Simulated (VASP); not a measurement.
As: single point with PBE

As:

```
CELL_PARAMETERS angstrom
1.84240 1.06371 3.44233
-1.84240 1.06371 3.44233
0.00000 -2.12742 3.44233
ATOMIC_POSITIONS crystal
As 0.22600 0.22600 0.22600
As 0.77400 0.77400 0.77400
```

This cell differs from its parent crystal: volume scaled by 0.94.

```yaml
Program: VASP 6.6.1
Task: single point
Functional: PBE
Potentials_or_basis: VASP PAW PBE potentials, release 64 (As)
Cutoff: 520 eV
k_mesh: 9 × 9 × 9
Occupations: fermi-dirac, width 0.05 eV
Spin: no spin polarisation
```

```
Pressure               : 10.0 GPa
Largest force          : 0.965 eV/Å
Band gap on the k mesh : zero (band 5 reaches 6.30 eV, above the bottom of band 6 at 6.14 eV)
```

Forces in eV/Å, atoms in the order of the input:
```
As   0.000  0.000  0.965
As   0.000  0.000 -0.965
```

Stress tensor (GPa, compression positive):
```
10.97  0.00  0.00
 0.00 10.97  0.00
 0.00  0.00  8.08
```

Levels at points of the mesh, in eV from the Fermi level:
| k point | band 3 | band 4 | band 5 | band 6 | band 7 | band 8 |
| --- | --- | --- | --- | --- | --- | --- |
| (0.00, 0.00, 0.00) | -2.80 | -2.28 | -2.28 | 1.48 | 2.89 | 2.89 |

Run time: 21 s on 1 thread of Intel(R) Xeon(R) Platinum 8559C (Emerald Rapids) (shared host), peak memory 0.18 GiB.
